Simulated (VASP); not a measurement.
The system is PrBe3Si.

```
Pr Be Si
1.0
     2.25762   -2.81051    0.00000
     2.25762    2.81051    0.00000
     0.00000    0.00000    6.17317
Pr Be Si
1 3 1
Cartesian
  0.0000 0.0000 0.0000
  2.2576 0.0000 0.0000
  1.1288 1.4053 3.0866
  1.1288 -1.4053 3.0866
  0.0000 0.0000 3.0866
```

The cell was generated, and may not be a known phase.

* Program: VASP 6.6.1
* Task: relaxation of cell and atoms
* Functional: PBE
* Potentials or basis: VASP PAW PBE potentials, release 64 (Pr_3, Be, Si), 4f in core
* Cutoff: 600 eV
* k mesh: 5 × 5 × 3
* Occupations: gaussian, width 0.2 eV
* Spin: no spin polarisation

At the start: pressure 32.8 GPa; volume 15.67 Å³/atom.

Where does the relaxation end?

Over 11 steps the energy falls by 847.4 meV/atom and the volume is 20.25 Å³/atom (+29.2 %); space group Cmmm (No. 65, to 0.1 Å) before, P4/mmm (No. 123, to 0.1 Å).

The path:
| step | energy change (eV) | largest force (eV/Å) | pressure (GPa) | volume (Å³) |
| --- | --- | --- | --- | --- |
| 1 | 0.0000 | 0.0000 | 32.84 | 78.34 |
| 2 | -3.6290 | 0.0000 | -6.49 | 118.33 |
| 3 | -3.8619 | 0.0000 | -1.81 | 106.60 |
| 4 | -3.8655 | 0.0000 | -2.51 | 107.95 |
| 5 | -4.0796 | 0.0000 | -1.54 | 104.09 |
| 6 | -4.1801 | 0.0000 | 0.16 | 99.93 |
| 7 | -4.1817 | 0.0000 | 0.55 | 99.17 |
| 8 | -4.2107 | 0.0000 | 0.36 | 99.80 |
| 9 | -4.2335 | 0.0000 | 0.05 | 100.87 |
| 10 | -4.2337 | 0.0000 | 0.02 | 100.98 |
| 11 | -4.2371 | 0.0000 | -0.22 | 101.23 |

Final structure:
```
Pr Be Si
1.0
     2.99314   -3.00884    0.00000
     2.99314    3.00884    0.00000
     0.00000    0.00000    5.62029
Pr Be Si
1 3 1
Cartesian
  2.9931 3.0088 0.0000
  2.9931 0.0000 0.0000
  1.4966 1.5044 2.8101
  1.4966 -1.5044 2.8101
  0.0000 0.0000 2.8101
```

Caveat: the volume moved by over 15 % at a fixed basis, so the end points are rough.
